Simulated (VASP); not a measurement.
# AlN in VASP: further runs

AlN is run at these levels: PBE; tasks: single point.

Program: VASP 6.6.1. These are calculated values, not measurements. Logs are shortened: lines on timing, memory, paths and dates and some standing lists are left out, and cuts for length are marked.

## (1) The cell of the first run

The cell holds a sheet with vacuum, 2 atoms: a = 4.320 Å, b = 3.375 Å, c = 23.800 Å, α = 90.00°, β = 90.00°, γ = 90.00°.

## (2) Single point, PBE

Input file INCAR:

```
PREC = Accurate
ENCUT = 520
EDIFF = 1E-7
ISMEAR = 0
SIGMA = 0.1
LREAL = F
LASPH = T
NELM = 100
ALGO = Normal
ISIF = 2
LWAVE = F
LCHARG = F
LDIPOL = T
IDIPOL = 3
DIPOL = 0.5 0.5 0.294
GGA = PE
NBANDS = 11
```

Input file KPOINTS:

```
regular mesh
0
Gamma
  4 6 1
```

Input file POSCAR:

```
AlN
1.0
    4.3203143139      0.0000000000      0.0000000000
    0.0000000000      3.3750188458      0.0000000000
    0.0000000000      0.0000000000     23.8000000000
Al N
1 1
Direct
    0.0000000000      0.4401000000      0.2941176471
    0.0000000000      0.9401000000      0.2941176471
```

Potentials or basis: VASP PAW PBE potentials, release 64 (Al, N).

Started as:

```sh
$ cat potpaw_PBE.64/Al/POTCAR potpaw_PBE.64/N/POTCAR > POTCAR
$ mpirun -np 1 vasp_std > vasp.out
```

OUTCAR:

```text
PREC = Accurate
   ENCUT = 520
   EDIFF = 1E-7
   ISMEAR = 0
   LREAL = F
   LASPH = T
   NELM = 100
   ISIF = 2
   GGA = PE

 ion  position               nearest neighbor table
   1  0.000  0.440  0.294-   2 1.69   2 1.69
   2  0.000  0.940  0.294-   1 1.69   1 1.69

  LATTYP: Found a simple orthorhombic cell.
 ALAT       =     3.3750188458
 B/A-ratio  =     1.2800859821
 C/A-ratio  =     7.0518124749

  Lattice vectors:

 A1 = (   0.0000000000,  -3.3750188458,   0.0000000000)
 A2 = (   4.3203143139,   0.0000000000,   0.0000000000)
 A3 = (   0.0000000000,   0.0000000000,  23.8000000000)

Analysis of symmetry for initial positions (statically):
=====================================================================
 Subroutine PRICEL returns:
 Original cell was already a primitive cell.

 Routine SETGRP: Setting up the symmetry group for a
 simple orthorhombic supercell.

 Subroutine GETGRP returns: Found  8 space group operations
 (whereof  2 operations were pure point group operations)
 out of a pool of  8 trial point group operations.

The static configuration has the point symmetry C_1h.
 The point group associated with its full space group is D_2h.

Analysis of symmetry for dynamics (positions and initial velocities):
=====================================================================
 Subroutine PRICEL returns:
 Original cell was already a primitive cell.

 Routine SETGRP: Setting up the symmetry group for a
 simple orthorhombic supercell.

 Subroutine GETGRP returns: Found  8 space group operations
 (whereof  2 operations were pure point group operations)
 out of a pool of  8 trial point group operations.

The dynamic configuration has the point symmetry C_1h.
 The point group associated with its full space group is D_2h.

 Subroutine INISYM returns: Found  8 space group operations
 (whereof  2 operations are pure point group operations),
 and found     1 'primitive' translations

----------------------------------------------------------------------------------------

                                     Primitive cell

  volume of cell :     347.0312

  direct lattice vectors                    reciprocal lattice vectors
     4.320314314  0.000000000  0.000000000     0.231464641  0.000000000  0.000000000
     0.000000000  3.375018846  0.000000000     0.000000000  0.296294642  0.000000000
     0.000000000  0.000000000 23.800000000     0.000000000  0.000000000  0.042016807

  length of vectors
     4.320314314  3.375018846 23.800000000     0.231464641  0.296294642  0.042016807

  position of ions in fractional coordinates (direct lattice)
     0.000000000  0.440100000  0.294117647
     0.000000000  0.940100000  0.294117647

  ion indices of the primitive-cell ions
   primitive index   ion index
                 1           1
                 2           2

----------------------------------------------------------------------------------------

 KPOINTS: regular mesh

Automatic generation of k-mesh.
 Grid dimensions read from file:
 generate k-points for:    4    6    1

 Generating k-lattice:

  Cartesian coordinates                     Fractional coordinates (reciprocal lattice)
     0.057866160  0.000000000  0.000000000     0.250000000  0.000000000  0.000000000
     0.000000000  0.049382440  0.000000000     0.000000000  0.166666667  0.000000000
     0.000000000  0.000000000  0.042016807     0.000000000  0.000000000  1.000000000

  Length of vectors
     0.057866160  0.049382440  0.042016807

  Shift w.r.t. Gamma in fractional coordinates (k-lattice)
     0.000000000  0.000000000  0.000000000

 Subroutine IBZKPT returns following result:
 ===========================================

 Found     12 irreducible k-points:

 Following reciprocal coordinates:
            Coordinates               Weight
  0.000000  0.000000  0.000000      1.000000
  0.250000  0.000000  0.000000      2.000000
  0.500000  0.000000  0.000000      1.000000
  0.000000  0.166667  0.000000      2.000000
  0.250000  0.166667  0.000000      4.000000
  0.500000  0.166667  0.000000      2.000000
  0.000000  0.333333  0.000000      2.000000
  0.250000  0.333333  0.000000      4.000000
  0.500000  0.333333  0.000000      2.000000
  0.000000  0.500000  0.000000      1.000000
  0.250000  0.500000  0.000000      2.000000
  0.500000  0.500000  0.000000      1.000000
   k-points           NKPTS =     12   k-points in BZ     NKDIM =     12   number of bands    NBANDS=     11
   number of dos      NEDOS =    301   number of ions     NIONS =      2
   total plane-waves  NPLWV = 161280
   dimension x,y,z NGX =    32 NGY =   28 NGZ =  180
   dimension x,y,z NGXF=    64 NGYF=   56 NGZF=  360
   ions per type =               1   1
   NGX,Y,Z   is equivalent  to a cutoff of  12.31, 13.79, 12.57 a.u.
   NGXF,Y,Z  is equivalent  to a cutoff of  24.63, 27.58, 25.15 a.u.
 SYSTEM =  unknown system
   PREC   = accura    normal or accurate (medium, high low for compatibility)
   ISTART =      0    job   : 0-new  1-cont  2-samecut
   ICHARG =      2    charge: 1-file 2-atom 10-const
   ISPIN  =      1    spin polarized calculation?
   LNONCOLLINEAR =      F non collinear calculations
   LSORBIT =      F    spin-orbit coupling
   LASPH  =      T    aspherical Exc in radial PAW
   ENCUT  =  520.0 eV  38.22 Ry    6.18 a.u.   8.03  6.28 44.25*2*pi/ulx,y,z
   NELM   =    100;   NELMIN=  2; NELMDL= -5     # of ELM steps
   EDIFF  = 0.1E-06   stopping-criterion for ELM
   LREAL  =      F    real-space projection
   EDIFFG = 0.1E-05   stopping-criterion for IOM
   NSW    =      0    number of steps for IOM
   IBRION =     -1    ionic relax: 0-MD 1-quasi-New 2-CG
   NFREE  =      0    steps in history (QN), initial steepest desc. (CG)
   ISIF   =      2    stress and relaxation
   ISYM   =      2    0-nonsym 1-usesym 2-fastsym
   POTIM  = 0.5000    time-step for ionic-motion
   TEBEG  =    0.0;   TEEND  =   0.0 temperature during run
   PSTRESS=    0.0 pullay stress
   NELECT =       8.0000    total number of electrons
   NUPDOWN=      -1.0000    fix difference up-down
   EMIN   =  10.00;   EMAX   =-10.00  energy-range for DOS
   EFERMI =   0.00;   METHOD = LEGACY
   ISMEAR =     0;   SIGMA  =   0.10  broadening in eV -4-tet -1-fermi 0-gaus
   EFERMI_NEDOS =   21; number of points for ismear=-14 and -15
   IALGO  =     38    algorithm
   IMIX   =      4    mixing-type and parameters
     AMIX     =   0.40;   BMIX     =  1.00
     AMIX_MAG =   1.60;   BMIX_MAG =  1.00
  volume/ion in A,a.u.               =     173.52      1170.94
  Fermi-wavevector in a.u.,A,eV,Ry     =   0.465924  0.880469  2.953626  0.217085
  Thomas-Fermi vector in A             =   1.455498
   LORBIT       =      0    0 simple, 1 ext, 2 COOP (PROOUT), +10 PAW based schemes
   GGA     = PE    functional components
   LHFCALC =     F    Hartree Fock is set to
   AEXX    =    0.0000 exact exchange contribution
   IVDW    =     0    specifies the selected vdW correction
   LEPSILON=     F    determine dielectric tensor
   LRPA    =     F    only Hartree local field effects (RPA)
 non-spin polarized calculation
 Gauss-broadening in eV      SIGMA  =   0.10
  energy-cutoff  :      520.00
  volume of cell :      347.03
 maximum number of plane-waves:      9400
   NGX = 17   NGY = 13   NGZ = 89

 dipolmoment           0.000000      0.000000     -0.000001 electrons x Angstroem

 number of electron       8.0000000 magnetization

 dipolmoment           0.000000      0.000000      0.000001 electrons x Angstroem

 Free energy of the ion-electron system (eV)
  ---------------------------------------------------
  ext. energy  EPLUGINS =         0.00000000
  ---------------------------------------------------
  free energy    TOTEN  =       -11.23171129 eV

  energy without entropy =      -11.23171129  energy(sigma->0) =      -11.23171129

 E-fermi :  -4.0744     XC(G=0):  -1.3833

 val. band max:       -4.5570979372   @ k =   0.0000   0.5000   0.0000
 cond. band min:      -3.0175119785   @ k =   0.0000   0.0000   0.0000
 fundamental gap:      1.5395859587
 Fermi energy:        -4.0744078345

 k-point     1 :       0.0000    0.0000    0.0000
  band No.  band energies     occupation
      1     -17.3216      2.00000
      2      -7.1099      2.00000
      3      -5.8528      2.00000
      4      -5.3105      2.00000
      5      -3.0175      0.00000
      6       0.1697      0.00000
      7       0.5536      0.00000
      8       0.9732      0.00000
      9       1.2299      0.00000
     10       2.1039      0.00000
     11       2.3691      0.00000

 k-point     2 :       0.2500    0.0000    0.0000
  band No.  band energies     occupation
      1     -17.2990      2.00000
      2      -7.0987      2.00000
      3      -5.8272      2.00000
      4      -5.7701      2.00000
      5      -2.2785      0.00000
      6       0.5077      0.00000
      7       1.0664      0.00000
      8       1.4832      0.00000
      9       1.6780      0.00000
     10       2.0547      0.00000
     11       2.6253      0.00000

 k-point     3 :       0.5000    0.0000    0.0000
  band No.  band energies     occupation
      1     -17.2760      2.00000
      2      -7.0874      2.00000
      3      -6.2063      2.00000
      4      -5.6831      2.00000
      5      -1.4871      0.00000
      6       0.9580      0.00000
      7       1.2428      0.00000
      8       1.8244      0.00000
      9       2.4641      0.00000
     10       2.6969      0.00000
     11       2.9352      0.00000
[... 99 lines left out ...]
 k-point    11 :       0.2500    0.5000    0.0000
  band No.  band energies     occupation
      1     -16.6103      2.00000
      2      -9.5881      2.00000
      3      -4.7855      2.00000
      4      -4.7842      2.00000
      5      -0.6892      0.00000
      6      -0.1791      0.00000
      7       1.3326      0.00000
      8       3.2171      0.00000
      9       3.9560      0.00000
     10       4.3505      0.00000
     11       4.4684      0.00000

 k-point    12 :       0.5000    0.5000    0.0000
  band No.  band energies     occupation
      1     -16.5957      2.00000
      2      -9.5177      2.00000
      3      -4.9945      2.00000
      4      -4.7490      2.00000
      5      -1.2043      0.00000
      6       0.1501      0.00000
      7       1.3821      0.00000
      8       4.1196      0.00000
      9       4.8193      0.00000
     10       4.8562      0.00000
     11       4.9280      0.00000

------------------------ aborting loop because EDIFF is reached ----------------------------------------

 vacuum level on the upper side and lower side of the slab       (xc-potential included)        -0.011        -0.011

  FORCE on cell =-STRESS in cart. coord.  units (eV):
  Direction    XX          YY          ZZ          XY          YZ          ZX
  --------------------------------------------------------------------------------------
  -------------------------------------------------------------------------------------
  Total        0.1309036      0.0961996     -0.0114625      0.0000000      0.0000000      0.0000000
  in kB        0.6043570      0.4441354     -0.0529203      0.0000000      0.0000000      0.0000000
  external PRESSURE =       0.3318573 kB  Pullay stress =       0.0000000 kB

 VOLUME and BASIS-vectors are now :
 -----------------------------------------------------------------------------
  energy-cutoff  :      520.00
  volume of cell :      347.03
      direct lattice vectors                 reciprocal lattice vectors
     4.320314314  0.000000000  0.000000000     0.231464641  0.000000000  0.000000000
     0.000000000  3.375018846  0.000000000     0.000000000  0.296294642  0.000000000
     0.000000000  0.000000000 23.800000000     0.000000000  0.000000000  0.042016807

 POSITION                                       TOTAL-FORCE (eV/Angst)
 -----------------------------------------------------------------------------------
      0.00000      1.48535      7.00000         0.000000      0.000000      0.000000
      0.00000      3.17286      7.00000         0.000000      0.000000      0.000000
 -----------------------------------------------------------------------------------
    total drift:                               -0.000000     -0.000001      0.000010

  FREE ENERGIE OF THE ION-ELECTRON SYSTEM (eV)
  ---------------------------------------------------
  free  energy   TOTEN  =       -11.2317112857 eV

  energy  without entropy=      -11.2317112857  energy(sigma->0) =      -11.23171129

 vacuum level on the upper side and lower side of the slab         0.708         0.708
```

Run time: 1.9 min. Hardware: 1 thread of Intel Xeon 8259CL, shared host; peak memory 0.41 GiB.

What came out:

* Free energy: -11.2317 eV
* Band gap on the k mesh: 1.54 eV (least direct gap 2.29 eV)

(Part 1 of 3 ends here.)
